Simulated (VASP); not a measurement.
# Ga in VASP: further runs, part 2 of 2

VASP 6.6.1. The steps go on from the part before.

## 3. Relaxation of cell and atoms, PBEsol

This run uses another cell than the first one, of 19.93 Å³/atom.

INCAR

```
SYSTEM = Ga
  ALGO = Fast
  EDIFF = 1E-6
  EDIFFG = -0.005
  ENCUT = 600
  GGA = PS
  IBRION = 2
  ISIF = 3
  ISMEAR = 0
  LASPH = .TRUE.
  LCHARG = .FALSE.
  LREAL = .FALSE.
  LWAVE = .FALSE.
  NELM = 100
  NSW = 100
  PREC = Accurate
  SIGMA = 0.1
```

KPOINTS

```
k-points
0
G
  10 10 10
  0 0 0
```

POSCAR

```
Ga
1.0
    3.8169566100     -2.3266295500      0.0000000000
    3.8169566100      2.3266295500      0.0000000000
    0.0000000000      0.0000000000      4.4882540000
Ga
4
Direct
    0.9903146100      0.3344495100      0.2500000000
    0.3344495100      0.9903146100      0.7500000000
    0.0096853900      0.6655504900      0.7500000000
    0.6655504900      0.0096853900      0.2500000000
```

Potentials or basis: VASP PAW PBE potentials, release 64 (Ga_d).

Started as:

```sh
$ cat potpaw_PBE.64/Ga_d/POTCAR > POTCAR
$ mpirun -np 1 vasp_std > vasp.out
```

OUTCAR:

```text
SYSTEM = Ga
   EDIFF = 1E-6
   EDIFFG = -0.005
   ENCUT = 600
   GGA = PS
   IBRION = 2
   ISIF = 3
   ISMEAR = 0
   LASPH = .TRUE.
   LREAL = .FALSE.
   NELM = 100
   NSW = 100
   PREC = Accurate

 ion  position               nearest neighbor table
   1  0.990  0.334  0.250-   4 2.48   4 2.68   4 2.68   3 2.71   3 2.71   2 2.76   2 2.76
   2  0.334  0.990  0.750-   3 2.48   3 2.68   3 2.68   4 2.71   4 2.71   1 2.76   1 2.76
   3  0.010  0.666  0.750-   2 2.48   2 2.68   2 2.68   1 2.71   1 2.71   4 2.76   4 2.76
   4  0.666  0.010  0.250-   1 2.48   1 2.68   1 2.68   2 2.71   2 2.71   3 2.76   3 2.76

  LATTYP: Found a base centered orthorhombic cell.
 ALAT       =     4.6532591000
 B/A-ratio  =     1.6405519349
 C/A-ratio  =     0.9645398856

  Lattice vectors:

 A1 = (  -3.8169566100,  -2.3266295500,   0.0000000000)
 A2 = (   3.8169566100,  -2.3266295500,   0.0000000000)
 A3 = (   0.0000000000,   0.0000000000,   4.4882540000)

Analysis of symmetry for initial positions (statically):
=====================================================================
 Subroutine PRICEL returns:
 Original cell was already a primitive cell.

 Routine SETGRP: Setting up the symmetry group for a
 base centered orthorhombic supercell.

 Subroutine GETGRP returns: Found  8 space group operations
 (whereof  4 operations were pure point group operations)
 out of a pool of  8 trial point group operations.

The static configuration has the point symmetry C_2h.
 The point group associated with its full space group is D_2h.

Analysis of symmetry for dynamics (positions and initial velocities):
=====================================================================
 Subroutine PRICEL returns:
 Original cell was already a primitive cell.

 Routine SETGRP: Setting up the symmetry group for a
 base centered orthorhombic supercell.

 Subroutine GETGRP returns: Found  8 space group operations
 (whereof  4 operations were pure point group operations)
 out of a pool of  8 trial point group operations.

The dynamic configuration has the point symmetry C_2h.
 The point group associated with its full space group is D_2h.

 Subroutine INISYM returns: Found  8 space group operations
 (whereof  4 operations are pure point group operations),
 and found     1 'primitive' translations

----------------------------------------------------------------------------------------

                                     Primitive cell

  volume of cell :      79.7172

  direct lattice vectors                    reciprocal lattice vectors
     3.816956610 -2.326629550  0.000000000     0.130994415 -0.214903142  0.000000000
     3.816956610  2.326629550  0.000000000     0.130994415  0.214903142  0.000000000
     0.000000000  0.000000000  4.488254000     0.000000000  0.000000000  0.222803790

  length of vectors
     4.470163624  4.470163624  4.488254000     0.251680149  0.251680149  0.222803790

  position of ions in fractional coordinates (direct lattice)
     0.990314610  0.334449510  0.250000000
     0.334449510  0.990314610  0.750000000
     0.009685390  0.665550490  0.750000000
     0.665550490  0.009685390  0.250000000

  ion indices of the primitive-cell ions
   primitive index   ion index
                 1           1
                 2           2
                 3           3
[... 67 lines left out ...]
   ISPIN  =      1    spin polarized calculation?
   LNONCOLLINEAR =      F non collinear calculations
   LSORBIT =      F    spin-orbit coupling
   LASPH  =      T    aspherical Exc in radial PAW
   ENCUT  =  600.0 eV  44.10 Ry    6.64 a.u.   8.93  8.93  8.96*2*pi/ulx,y,z
   NELM   =    100;   NELMIN=  2; NELMDL= -5     # of ELM steps
   EDIFF  = 0.1E-05   stopping-criterion for ELM
   LREAL  =      F    real-space projection
   EDIFFG = -.5E-02   stopping-criterion for IOM
   NSW    =    100    number of steps for IOM
   IBRION =      2    ionic relax: 0-MD 1-quasi-New 2-CG
   NFREE  =      1    steps in history (QN), initial steepest desc. (CG)
   ISIF   =      3    stress and relaxation
   ISYM   =      2    0-nonsym 1-usesym 2-fastsym
   POTIM  = 0.5000    time-step for ionic-motion
   TEBEG  =    0.0;   TEEND  =   0.0 temperature during run
   PSTRESS=    0.0 pullay stress
   NELECT =      52.0000    total number of electrons
   NUPDOWN=      -1.0000    fix difference up-down
   EMIN   =  10.00;   EMAX   =-10.00  energy-range for DOS
   EFERMI =   0.00;   METHOD = LEGACY
   ISMEAR =     0;   SIGMA  =   0.10  broadening in eV -4-tet -1-fermi 0-gaus
   EFERMI_NEDOS =   21; number of points for ismear=-14 and -15
   IALGO  =     68    algorithm
   IMIX   =      4    mixing-type and parameters
     AMIX     =   0.40;   BMIX     =  1.00
     AMIX_MAG =   1.60;   BMIX_MAG =  1.00
  volume/ion in A,a.u.               =      19.93       134.49
  Fermi-wavevector in a.u.,A,eV,Ry     =   1.419794  2.683022 27.426826  2.015815
  Thomas-Fermi vector in A             =   2.540777
   LORBIT       =      0    0 simple, 1 ext, 2 COOP (PROOUT), +10 PAW based schemes
   GGA     = PS    functional components
   LHFCALC =     F    Hartree Fock is set to
   AEXX    =    0.0000 exact exchange contribution
   IVDW    =     0    specifies the selected vdW correction
   LEPSILON=     F    determine dielectric tensor
   LRPA    =     F    only Hartree local field effects (RPA)
 conjugate gradient relaxation of ions
 non-spin polarized calculation
 RMM-DIIS sequential band-by-band and
 Gauss-broadening in eV      SIGMA  =   0.10
  energy-cutoff  :      600.00
  volume of cell :       79.72
 maximum number of plane-waves:      2694
   NGX = 17   NGY = 17   NGZ = 17

--------------------------------------- Ionic step        1  -------------------------------------------

 number of electron      51.9999986 magnetization

 Free energy of the ion-electron system (eV)
  ---------------------------------------------------
  ext. energy  EPLUGINS =         0.00000000
  ---------------------------------------------------
  free energy    TOTEN  =       -13.33915722 eV

  energy without entropy =      -13.33486310  energy(sigma->0) =      -13.33701016

------------------------ aborting loop because EDIFF is reached ----------------------------------------

  FORCE on cell =-STRESS in cart. coord.  units (eV):
  Direction    XX          YY          ZZ          XY          YZ          ZX
  --------------------------------------------------------------------------------------
  -------------------------------------------------------------------------------------
  Total        0.0185470     -0.6627760      0.2186022      0.0000000      0.0000000      0.0000000
  in kB        0.3727630    -13.3206507      4.3935271      0.0000000      0.0000000      0.0000000
  external PRESSURE =      -2.8514535 kB  Pullay stress =       0.0000000 kB
[... 95 lines left out ...]
  FREE ENERGIE OF THE ION-ELECTRON SYSTEM (eV)
  ---------------------------------------------------
  free  energy   TOTEN  =       -13.3441436842 eV

  energy  without entropy=      -13.3402728011  energy(sigma->0) =      -13.34220824

[... ionic steps 4 to 13 ...]

--------------------------------------- Ionic step       14  -------------------------------------------

 number of electron      52.0000009 magnetization

------------------------ aborting loop because EDIFF is reached ----------------------------------------
[... 71 lines left out ...]
--------------------------------------- Ionic step       16  -------------------------------------------

 number of electron      52.0000009 magnetization

 Free energy of the ion-electron system (eV)
  ---------------------------------------------------
  ext. energy  EPLUGINS =         0.00000000
  ---------------------------------------------------
  free energy    TOTEN  =       -13.34655309 eV

  energy without entropy =      -13.34261646  energy(sigma->0) =      -13.34458477

 E-fermi :   4.6927     XC(G=0): -10.6728

 val. band max:        4.6806776590   @ k =   0.4000   0.1000   0.0000
 cond. band min:       4.6997235837   @ k =   0.1000   0.1000   0.3000
 fundamental gap:      0.0190459247
 Fermi energy:         4.6927306834

 k-point     1 :       0.0000    0.0000    0.0000
  band No.  band energies     occupation
      1     -10.3664      2.00000
      2     -10.3448      2.00000
      3     -10.3232      2.00000
      4     -10.2848      2.00000
      5     -10.2091      2.00000
      6     -10.1986      2.00000
[... 805 lines left out ...]
     30       8.2854      0.00000
     31       9.0144      0.00000

 [... further k-points ...]

------------------------ aborting loop because EDIFF is reached ----------------------------------------

  FORCE on cell =-STRESS in cart. coord.  units (eV):
  Direction    XX          YY          ZZ          XY          YZ          ZX
  --------------------------------------------------------------------------------------
  -------------------------------------------------------------------------------------
  Total        0.0026076      0.0072557      0.0000575      0.0000000      0.0000000      0.0000000
  in kB        0.0525573      0.1462417      0.0011597      0.0000000      0.0000000      0.0000000
  external PRESSURE =       0.0666529 kB  Pullay stress =       0.0000000 kB
[... 19 lines left out ...]
  FREE ENERGIE OF THE ION-ELECTRON SYSTEM (eV)
  ---------------------------------------------------
  free  energy   TOTEN  =       -13.3465530923 eV

  energy  without entropy=      -13.3426164567  energy(sigma->0) =      -13.34458477

 reached required accuracy - stopping structural energy minimisation
```

CONTCAR:

```text
Ga
   1.00000000000000
     3.8260073733248583   -2.2862715053268441    0.0000000000000000
     3.8260073733248583    2.2862715053268441   -0.0000000000000000
     0.0000000000000000    0.0000000000000000    4.5437777431322273
  Ga
     4
Direct
     0.9899333433440468    0.3344768382564087    0.2500000000000000
     0.3344768382564087    0.9899333433440468    0.7500000000000000
     0.0100666566559532    0.6655231617435914    0.7500000000000000
     0.6655231617435914    0.0100666566559532    0.2500000000000000

  0.00000000E+00  0.00000000E+00  0.00000000E+00
  0.00000000E+00  0.00000000E+00  0.00000000E+00
  0.00000000E+00  0.00000000E+00  0.00000000E+00
  0.00000000E+00  0.00000000E+00  0.00000000E+00
```

It took 48 min on 1 thread of Oxide Virtual Turin-like, shared host; peak memory 0.49 GiB.

What came out:

```yaml
Free_energy: -13.3466 eV
Relaxed_volume: 19.87 Å³/atom
Relaxed_cell: a = 4.457 Å, b = 4.457 Å, c = 4.544 Å, α = 90.00°, β = 90.00°, γ = 61.72°
Space_group_after_relaxing_to_0.1_Å: Cmcm (No. 63)
Energy_gained_by_relaxing: 1.8 meV/atom
Ionic_steps: 16
Pressure_after_relaxing: 0.0 GPa
Largest_force_after_relaxing: 0.004 eV/Å
Band_gap_on_the_k_mesh: zero (bands 26 and 27 overlap by 0.90 eV)
```

Forces in eV/Å, atoms in the order of the input:
```
Ga  -0.004  0.002  0.000
Ga  -0.004 -0.002  0.000
Ga   0.004 -0.002  0.000
Ga   0.004  0.002  0.000
```

Step by step:
| step | energy change (eV) | largest force (eV/Å) | pressure (GPa) | volume (Å³) |
| --- | --- | --- | --- | --- |
| 1 | 0.0000 | 0.0154 | -0.29 | 79.72 |
| 2 | -0.0042 | 0.0209 | 0.25 | 79.31 |
| 3 | -0.0050 | 0.0772 | 0.71 | 78.68 |
| 4 | -0.0055 | 0.0485 | 0.37 | 78.96 |
| 5 | -0.0073 | 0.0040 | 0.09 | 79.40 |
| 6 | -0.0074 | 0.0030 | 0.05 | 79.45 |
| 7 | -0.0074 | 0.0048 | 0.00 | 79.47 |
| 8 | -0.0074 | 0.0098 | 0.04 | 79.47 |
| 9 | -0.0074 | 0.0054 | 0.04 | 79.47 |
| 10 | -0.0074 | 0.0076 | -0.08 | 79.49 |
| 11 | -0.0074 | 0.0081 | 0.08 | 79.48 |
| 12 | -0.0074 | 0.0065 | 0.03 | 79.49 |
| 13 | -0.0074 | 0.0068 | 0.01 | 79.49 |
| 14 | -0.0074 | 0.0033 | -0.08 | 79.49 |
| 15 | -0.0074 | 0.0063 | 0.03 | 79.49 |
| 16 | -0.0074 | 0.0044 | 0.01 | 79.49 |

Final structure:
```cif
data_structure
_symmetry_space_group_name_H-M 'P 1'
_symmetry_Int_Tables_number 1
_cell_length_a 4.4571
_cell_length_b 4.4571
_cell_length_c 4.5438
_cell_angle_alpha 90.000
_cell_angle_beta 90.000
_cell_angle_gamma 61.722
_cell_volume 79.49
loop_
_atom_site_label
_atom_site_type_symbol
_atom_site_fract_x
_atom_site_fract_y
_atom_site_fract_z
_atom_site_occupancy
Ga1 Ga 0.98993 0.33448 0.25000 1
Ga2 Ga 0.33448 0.98993 0.75000 1
Ga3 Ga 0.01007 0.66552 0.75000 1
Ga4 Ga 0.66552 0.01007 0.25000 1
```

Levels at points of the mesh, in eV from the Fermi level:
| k point | band 23 | band 24 | band 25 | band 26 | band 27 | band 28 | band 29 | band 30 |
| --- | --- | --- | --- | --- | --- | --- | --- | --- |
| (0.00, 0.00, 0.00) | -3.32 | -2.27 | -1.94 | -1.00 | 0.95 | 1.14 | 2.56 | 4.61 |
| (0.50, 0.00, 0.00) | -3.21 | -3.08 | -1.28 | -0.40 | -0.29 | -0.12 | 3.60 | 4.44 |
| (0.50, 0.50, 0.00) | -4.18 | -2.71 | -1.87 | -1.80 | 0.41 | 1.19 | 3.51 | 3.79 |
| (0.00, 0.00, 0.50) | -0.50 | -0.50 | -0.13 | -0.13 | 0.10 | 0.10 | 2.98 | 2.98 |
| (0.50, 0.00, 0.50) | -6.12 | -6.12 | -1.47 | -1.47 | 0.89 | 0.89 | 6.86 | 6.86 |
| (0.50, 0.50, 0.50) | -5.56 | -5.56 | -1.94 | -1.94 | 0.26 | 0.26 | 6.90 | 6.90 |

Caveat: the PAW data sets were made with another functional, which shifts forces and pressure a little.

The gap in the log of VASP goes by the Fermi energy; the results here count the filled bands.